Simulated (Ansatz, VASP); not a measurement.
# Al3C4 in VASP and in Ansatz

File INCAR:

```
PREC = Accurate
ENCUT = 520
EDIFF = 1E-7
ISMEAR = 0
SIGMA = 0.1
LREAL = F
LASPH = T
NELM = 150
ALGO = Normal
ISIF = 2
LWAVE = F
LCHARG = F
ISPIN = 2
MAGMOM = 0 0 0 1 1 1 1
LORBIT = 11
GGA = PE
NBANDS = 26
```

The input KPOINTS:

```
Automatic mesh
0
Gamma
  4 4 4
```

The input POSCAR:

```
Al3C4
1.0
    3.9112435800      0.0000000000      0.0000000000
    0.0000000000      3.9112435800      0.0000000000
    0.0000000000      0.0000000000      5.6853657000
Al C
3 4
Direct
    0.0000000000      0.0000000000      0.2387065300
    0.0000000000      0.0000000000      0.7612934700
    0.5000000000      0.5000000000      0.0000000000
    0.3176324500      0.3176324500      0.5000000000
    0.6823675500      0.6823675500      0.5000000000
    0.6823675500      0.3176324500      0.5000000000
    0.3176324500      0.6823675500      0.5000000000
```

Input for Ansatz:

```yaml
crystal:
  lattice:
    - [3.91124358, 0.0, 0.0]
    - [0.0, 3.91124358, 0.0]
    - [0.0, 0.0, 5.6853657]
  atoms:
    - { symbol: Al, position: [0.0, 0.0, 0.23870653] }
    - { symbol: Al, position: [0.0, 0.0, 0.76129347] }
    - { symbol: Al, position: [0.5, 0.5, 0.0] }
    - { symbol: C, position: [0.31763245, 0.31763245, 0.5], spin: 1.0 }
    - { symbol: C, position: [0.68236755, 0.68236755, 0.5], spin: 1.0 }
    - { symbol: C, position: [0.68236755, 0.31763245, 0.5], spin: 1.0 }
    - { symbol: C, position: [0.31763245, 0.68236755, 0.5], spin: 1.0 }
basis:
  ecutwfc: 420
kpoints:
  mp_grid: { grid: [4, 4, 4] }
hamiltonian:
  xc: pbe
scf:
  occupations: { method: gaussian, width: 0.1 }
  lower_state_search: "off"
output:
  forces: true
  stress: true
  eigenvalues: true
  populations: true
magnetization:
  spin_polarized: true
```

Alike in both runs: task single point; functional PBE; k mesh 4 × 4 × 4; occupations gaussian, width 0.1 eV; collinear spin.

|  | VASP | Ansatz |
| --- | --- | --- |
| version | VASP 6.6.1 | Ansatz 0.2.0 |
| potentials or method | VASP PAW PBE potentials, release 64 (Al, C), cutoff 520 eV | scalar-relativistic, plane waves, PAW |
| valence electrons in the cell | 25 | 25 |

|  | VASP | Ansatz | Ansatz less VASP |
| --- | --- | --- | --- |
| gap on the k mesh at the Fermi level (eV) | none | none | - |
| pressure (GPa) | -2.1 | -2.3 | -0.22 |
| traceless stress, the component that is largest in VASP (GPa) | -14.96 | -14.70 | +0.260 |
| rms of the force components (eV/Å) | 1.281 | 1.234 | -0.0466 |
| net moment per atom (μB) | 0.00 | 0.00 | 0.000 |

Atom by atom the forces differ by 0.051 eV/Å (rms over components). A gap of «none» marks a metal or a gap that the smearing closes. The functional is the same, so the differences come from potentials, cutoffs and numerics. Ansatz's warnings: seeded moment not kept.

The k mesh is coarse, so the values compare programs but aren't converged.
